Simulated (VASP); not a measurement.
Input of a VASP 6.6.1 run:

Contents of INCAR:

```
SYSTEM = Li
PREC     = Accurate       ! precision mode
ENCUT    = 520            ! plane-wave cutoff, eV
EDIFF    = 1E-6           ! SCF threshold, eV
ISMEAR   = 0              ! smearing method
SIGMA    = 0.1            ! smearing width, eV
LREAL    = .FALSE.        ! projectors in reciprocal space
LASPH    = .TRUE.         ! aspherical terms in the spheres
NELM     = 60             ! most SCF steps
ALGO     = Normal         ! electronic algorithm
ISIF     = 2              ! what is computed and relaxed
LWAVE    = .FALSE.        ! write WAVECAR
LCHARG   = .FALSE.        ! write CHGCAR
GGA      = PE             ! functional
NBANDS   = 26             ! bands
```

KPOINTS

```
Automatic mesh
0
G
  4 4 4
  0 0 0
```

Contents of POSCAR:

```
Li
1.0
    7.2155649300      0.0000000000      0.0000000000
    0.0000000000      7.2155649300      0.0000000000
    0.0000000000      0.0000000000      4.0440315100
Li
10
Direct
    0.6759473900      0.8240526100      0.5000000000
    0.8240526100      0.3240526100      0.5000000000
    0.3240526100      0.1759473900      0.5000000000
    0.1759473900      0.6759473900      0.5000000000
    0.5000000000      0.5000000000      0.0000000000
    0.0000000000      0.0000000000      0.0000000000
    0.6090464600      0.1090464600      0.0000000000
    0.8909535400      0.6090464600      0.0000000000
    0.1090464600      0.3909535400      0.0000000000
    0.3909535400      0.8909535400      0.0000000000
```

Potentials or basis: VASP PAW PBE potentials, release 64 (Li_sv).

Launch:

```sh
$ cat potpaw_PBE.64/Li_sv/POTCAR > POTCAR
$ mpirun -np 1 vasp_std > vasp.out
```

Task: Predict the band gap on the k mesh.

Result: Zero (bands 15 and 16 overlap by 2.08 eV).

Task: Estimate the largest force.

Result: 0.950 eV/Å.

Forces on the atoms (eV/Å):
```
Li   0.131 -0.131  0.000
Li  -0.131 -0.131  0.000
Li  -0.131  0.131  0.000
Li   0.131  0.131  0.000
Li   0.000  0.000  0.000
Li   0.000  0.000  0.000
Li   0.672  0.672  0.000
Li  -0.672  0.672  0.000
Li   0.672 -0.672  0.000
Li  -0.672 -0.672  0.000
```

Caveat: the k points lie up to 0.39 Å⁻¹ apart, too coarse for converged energies and pressures of a metal.
